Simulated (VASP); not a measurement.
# MgO (Fm-3m) in VASP: notebook

MgO is run at these levels: LDA; tasks: single point, relaxation of cell and atoms.

Everything below comes from runs of VASP 6.6.1. Logs are shortened: lines on timing, memory, paths and dates and some standing lists are left out, and cuts for length are marked.

### 1 The cell of the first run

Symmetry: Fm-3m, No. 225, cubic system. Conventional cell: a = 4.114 Å, b = 4.114 Å, c = 4.114 Å, α = 90.00°, β = 90.00°, γ = 90.00°. Mg (site symmetry m-3m) has 6 O at 2.06 Å within 2.7 Å. O (site symmetry m-3m) has 6 Mg at 2.06 Å within 2.7 Å.

### 2 Single point, LDA

File INCAR:

```
SYSTEM = MgO
PREC = Accurate
ENCUT = 600
EDIFF = 1E-6
ISMEAR = 0
SIGMA = 0.01
LREAL = .FALSE.
LASPH = .TRUE.
NELM = 120
ALGO = Normal
ISIF = 2
LWAVE = .FALSE.
LCHARG = .FALSE.
GGA = CA
NBANDS = 11
GGA_COMPAT = .FALSE.
```

File KPOINTS:

```
Automatic mesh
0
G
  10 10 10
  0 0 0
```

File POSCAR:

```
MgO
1.0
    0.0000000000      2.0571450605      2.0571450605
    2.0571450605      0.0000000000      2.0571450605
    2.0571450605      2.0571450605      0.0000000000
Mg O
1 1
Direct
    0.0000000000      0.0000000000      0.0000000000
    0.5000000000      0.5000000000      0.5000000000
```

Potentials or basis: VASP PAW LDA potentials, release 64 (Mg, O).

Launch:

```
$ cat potpaw_LDA.64/Mg/POTCAR potpaw_LDA.64/O/POTCAR > POTCAR
$ mpirun -np 1 vasp_std > vasp.out
```

OUTCAR:

```text
SYSTEM = MgO
   PREC = Accurate
   ENCUT = 600
   EDIFF = 1E-6
   ISMEAR = 0
   LREAL = .FALSE.
   LASPH = .TRUE.
   NELM = 120
   ISIF = 2
   GGA = CA

 ion  position               nearest neighbor table
   1  0.000  0.000  0.000-   2 2.06   2 2.06   2 2.06   2 2.06   2 2.06   2 2.06
   2  0.500  0.500  0.500-   1 2.06   1 2.06   1 2.06   1 2.06   1 2.06   1 2.06

  LATTYP: Found a face centered cubic cell.
 ALAT       =     4.1142901210

  Lattice vectors:

 A1 = (   0.0000000000,   2.0571450605,   2.0571450605)
 A2 = (   2.0571450605,   0.0000000000,   2.0571450605)
 A3 = (   2.0571450605,   2.0571450605,   0.0000000000)

Analysis of symmetry for initial positions (statically):
=====================================================================
 Subroutine PRICEL returns:
 Original cell was already a primitive cell.

 Routine SETGRP: Setting up the symmetry group for a
 face centered cubic supercell.

 Subroutine GETGRP returns: Found 48 space group operations
 (whereof 48 operations were pure point group operations)
 out of a pool of 48 trial point group operations.

The static configuration has the point symmetry O_h .

Analysis of symmetry for dynamics (positions and initial velocities):
=====================================================================
 Subroutine PRICEL returns:
 Original cell was already a primitive cell.

 Routine SETGRP: Setting up the symmetry group for a
 face centered cubic supercell.

 Subroutine GETGRP returns: Found 48 space group operations
 (whereof 48 operations were pure point group operations)
 out of a pool of 48 trial point group operations.

The dynamic configuration has the point symmetry O_h .

 Subroutine INISYM returns: Found 48 space group operations
 (whereof 48 operations are pure point group operations),
 and found     1 'primitive' translations

----------------------------------------------------------------------------------------

                                     Primitive cell

  volume of cell :      17.4110

  direct lattice vectors                    reciprocal lattice vectors
     0.000000000  2.057145060  2.057145060    -0.243055295  0.243055295  0.243055295
     2.057145060  0.000000000  2.057145060     0.243055295 -0.243055295  0.243055295
     2.057145060  2.057145060  0.000000000     0.243055295  0.243055295 -0.243055295

  length of vectors
     2.909242444  2.909242444  2.909242444     0.420984120  0.420984120  0.420984120

  position of ions in fractional coordinates (direct lattice)
     0.000000000  0.000000000  0.000000000
     0.500000000  0.500000000  0.500000000

  ion indices of the primitive-cell ions
   primitive index   ion index
                 1           1
                 2           2

----------------------------------------------------------------------------------------

 KPOINTS: Automatic mesh

Automatic generation of k-mesh.
 Grid dimensions read from file:
 generate k-points for:   10   10   10

 Generating k-lattice:

  Cartesian coordinates                     Fractional coordinates (reciprocal lattice)
    -0.024305530  0.024305530  0.024305530     0.100000000  0.000000000  0.000000000
     0.024305530 -0.024305530  0.024305530     0.000000000  0.100000000  0.000000000
     0.024305530  0.024305530 -0.024305530     0.000000000  0.000000000  0.100000000

  Length of vectors
     0.042098412  0.042098412  0.042098412

  Shift w.r.t. Gamma in fractional coordinates (k-lattice)
     0.000000000  0.000000000  0.000000000

 Subroutine IBZKPT returns following result:
 ===========================================

 Found     47 irreducible k-points:

 Following reciprocal coordinates:
            Coordinates               Weight
  0.000000  0.000000  0.000000      1.000000
  0.100000  0.000000  0.000000      8.000000
  0.200000  0.000000  0.000000      8.000000
  0.300000  0.000000  0.000000      8.000000
  0.400000  0.000000  0.000000      8.000000
  0.500000  0.000000  0.000000      4.000000
[... 16 lines left out ...]
  0.300000  0.300000  0.000000      6.000000
  0.400000  0.300000  0.000000     24.000000
 [... further k-points ...]
   k-points           NKPTS =     47   k-points in BZ     NKDIM =     47   number of bands    NBANDS=     11
   number of dos      NEDOS =    301   number of ions     NIONS =      2
   total plane-waves  NPLWV =  13824
   dimension x,y,z NGX =    24 NGY =   24 NGZ =   24
   dimension x,y,z NGXF=    48 NGYF=   48 NGZF=   48
   ions per type =               1   1
   NGX,Y,Z   is equivalent  to a cutoff of  13.71, 13.71, 13.71 a.u.
   NGXF,Y,Z  is equivalent  to a cutoff of  27.43, 27.43, 27.43 a.u.
 SYSTEM =  MgO
   PREC   = accura    normal or accurate (medium, high low for compatibility)
   ISTART =      0    job   : 0-new  1-cont  2-samecut
   ICHARG =      2    charge: 1-file 2-atom 10-const
   ISPIN  =      1    spin polarized calculation?
   LNONCOLLINEAR =      F non collinear calculations
   LSORBIT =      F    spin-orbit coupling
   LASPH  =      T    aspherical Exc in radial PAW
   ENCUT  =  600.0 eV  44.10 Ry    6.64 a.u.   5.81  5.81  5.81*2*pi/ulx,y,z
   NELM   =    120;   NELMIN=  2; NELMDL= -5     # of ELM steps
   EDIFF  = 0.1E-05   stopping-criterion for ELM
   LREAL  =      F    real-space projection
   EDIFFG = 0.1E-04   stopping-criterion for IOM
   NSW    =      0    number of steps for IOM
   IBRION =     -1    ionic relax: 0-MD 1-quasi-New 2-CG
   NFREE  =      0    steps in history (QN), initial steepest desc. (CG)
   ISIF   =      2    stress and relaxation
   ISYM   =      2    0-nonsym 1-usesym 2-fastsym
   POTIM  = 0.5000    time-step for ionic-motion
   TEBEG  =    0.0;   TEEND  =   0.0 temperature during run
   PSTRESS=    0.0 pullay stress
   NELECT =       8.0000    total number of electrons
   NUPDOWN=      -1.0000    fix difference up-down
   EMIN   =  10.00;   EMAX   =-10.00  energy-range for DOS
   EFERMI =   0.00;   METHOD = LEGACY
   ISMEAR =     0;   SIGMA  =   0.01  broadening in eV -4-tet -1-fermi 0-gaus
   EFERMI_NEDOS =   21; number of points for ismear=-14 and -15
   IALGO  =     38    algorithm
   IMIX   =      4    mixing-type and parameters
     AMIX     =   0.40;   BMIX     =  1.00
     AMIX_MAG =   1.60;   BMIX_MAG =  1.00
  volume/ion in A,a.u.               =       8.71        58.75
  Fermi-wavevector in a.u.,A,eV,Ry     =   1.263271  2.387236 21.712912  1.595854
  Thomas-Fermi vector in A             =   2.396637
   LORBIT       =      0    0 simple, 1 ext, 2 COOP (PROOUT), +10 PAW based schemes
   GGA     = CA    functional components
   LHFCALC =     F    Hartree Fock is set to
   AEXX    =    0.0000 exact exchange contribution
   IVDW    =     0    specifies the selected vdW correction
   LEPSILON=     F    determine dielectric tensor
   LRPA    =     F    only Hartree local field effects (RPA)
 non-spin polarized calculation
 Gauss-broadening in eV      SIGMA  =   0.01
  energy-cutoff  :      600.00
  volume of cell :       17.41
 maximum number of plane-waves:       592
   NGX = 11   NGY = 11   NGZ = 11

 number of electron       7.9999997 magnetization

 Free energy of the ion-electron system (eV)
  ---------------------------------------------------
  ext. energy  EPLUGINS =         0.00000000
  ---------------------------------------------------
  free energy    TOTEN  =       -13.44318643 eV

  energy without entropy =      -13.44318643  energy(sigma->0) =      -13.44318643

 E-fermi :   3.4921     XC(G=0): -11.9359

 val. band max:        3.4343989442   @ k =   0.0000   0.0000   0.0000
 cond. band min:       8.8106880852   @ k =   0.0000   0.0000   0.0000
 fundamental gap:      5.3762891410
 Fermi energy:         3.4920859339

 k-point     1 :       0.0000    0.0000    0.0000
  band No.  band energies     occupation
      1     -13.9521      2.00000
      2       3.4344      2.00000
      3       3.4344      2.00000
      4       3.4344      2.00000
      5       8.8107      0.00000
      6      19.3434      0.00000
      7      19.3434      0.00000
      8      19.3434      0.00000
      9      23.5563      0.00000
     10      25.2893      0.00000
     11      25.2893      0.00000

 k-point     2 :       0.1000    0.0000    0.0000
  band No.  band energies     occupation
      1     -13.8285      2.00000
      2       2.7612      2.00000
      3       3.3561      2.00000
      4       3.3561      2.00000
      5       9.4245      0.00000
      6      18.0977      0.00000
      7      19.6101      0.00000
      8      19.6101      0.00000
      9      24.6365      0.00000
     10      24.6365      0.00000
     11      25.3111      0.00000

 k-point     3 :       0.2000    0.0000    0.0000
  band No.  band energies     occupation
      1     -13.4858      2.00000
      2       1.3515      2.00000
      3       3.1585      2.00000
      4       3.1585      2.00000
      5      10.5850      0.00000
      6      16.6288      0.00000
      7      20.1798      0.00000
      8      20.1798      0.00000
      9      23.9652      0.00000
     10      23.9652      0.00000
     11      26.5057      0.00000

 k-point     4 :       0.3000    0.0000    0.0000
  band No.  band energies     occupation
      1     -13.0162      2.00000
      2      -0.0987      2.00000
      3       2.9272      2.00000
      4       2.9272      2.00000
      5      11.4041      0.00000
      6      16.1069      0.00000
      7      20.4151      0.00000
      8      20.4151      0.00000
      9      24.4004      0.00000
     10      24.4004      0.00000
     11      25.9002      0.00000
[... 239 lines left out ...]
 k-point    22 :      -0.2000    0.2000    0.0000
  band No.  band energies     occupation
      1     -12.8780      2.00000
      2       0.1196      2.00000
      3       1.9494      2.00000
      4       2.9179      2.00000
      5      12.4580      0.00000
      6      15.5008      0.00000
      7      19.0515      0.00000
      8      21.7532      0.00000
      9      22.1495      0.00000
     10      25.3106      0.00000
     11      29.1441      0.00000

 k-point    23 :       0.3000    0.3000    0.0000
  band No.  band energies     occupation
      1     -12.7797      2.00000
      2       0.0496      2.00000
      3       2.4033      2.00000
      4       2.4033      2.00000
      5      12.9086      0.00000
      6      13.7590      0.00000
      7      18.3492      0.00000
      8      21.9237      0.00000
      9      21.9237      0.00000
     10      28.0693      0.00000
     11      31.9638      0.00000

 k-point    24 :       0.4000    0.3000    0.0000
  band No.  band energies     occupation
      1     -12.4805      2.00000
      2      -0.4321      2.00000
      3       1.9978      2.00000
      4       2.2413      2.00000
      5      13.3196      0.00000
      6      13.8206      0.00000
      7      17.5173      0.00000
      8      22.2275      0.00000
      9      22.4513      0.00000
     10      28.8752      0.00000
     11      31.5667      0.00000

 [... further k-points ...]

------------------------ aborting loop because EDIFF is reached ----------------------------------------

  FORCE on cell =-STRESS in cart. coord.  units (eV):
  Direction    XX          YY          ZZ          XY          YZ          ZX
  --------------------------------------------------------------------------------------
  -------------------------------------------------------------------------------------
  Total        0.4376756      0.4376756      0.4376756      0.0000000     -0.0000000     -0.0000000
  in kB       40.2752431     40.2752431     40.2752431      0.0000000     -0.0000000     -0.0000000
  external PRESSURE =      40.2752431 kB  Pullay stress =       0.0000000 kB

 VOLUME and BASIS-vectors are now :
 -----------------------------------------------------------------------------
  energy-cutoff  :      600.00
  volume of cell :       17.41
      direct lattice vectors                 reciprocal lattice vectors
     0.000000000  2.057145060  2.057145060    -0.243055295  0.243055295  0.243055295
     2.057145060  0.000000000  2.057145060     0.243055295 -0.243055295  0.243055295
     2.057145060  2.057145060  0.000000000     0.243055295  0.243055295 -0.243055295

 POSITION                                       TOTAL-FORCE (eV/Angst)
 -----------------------------------------------------------------------------------
      0.00000      0.00000      0.00000         0.000000      0.000000      0.000000
      2.05715      2.05715      2.05715         0.000000      0.000000      0.000000
 -----------------------------------------------------------------------------------
    total drift:                               -0.000000     -0.000000      0.000000

  FREE ENERGIE OF THE ION-ELECTRON SYSTEM (eV)
  ---------------------------------------------------
  free  energy   TOTEN  =       -13.4431864341 eV

  energy  without entropy=      -13.4431864341  energy(sigma->0) =      -13.44318643
```

It took 6.3 s on 1 thread of Intel Xeon 6975P-C, shared host; peak memory 0.13 GiB.

What came out:

* Free energy: -13.4432 eV
* Pressure: 4.0 GPa
* Band gap on the k mesh: 5.38 eV, direct

Levels at points of the mesh, in eV from the valence-band top:
```csv
k point,band 1,band 2,band 3,band 4,band 5,band 6,band 7,band 8
"(0.00, 0.00, 0.00)",-17.39,0.00,0.00,0.00,5.38,15.91,15.91,15.91
"(0.50, 0.00, 0.00)",-15.84,-5.02,-0.75,-0.75,8.18,13.20,16.73,16.73
"(0.50, 0.50, 0.00)",-15.55,-4.45,-1.47,-1.47,8.95,10.49,13.65,19.72
```

(Part 1 of 2 ends here.)
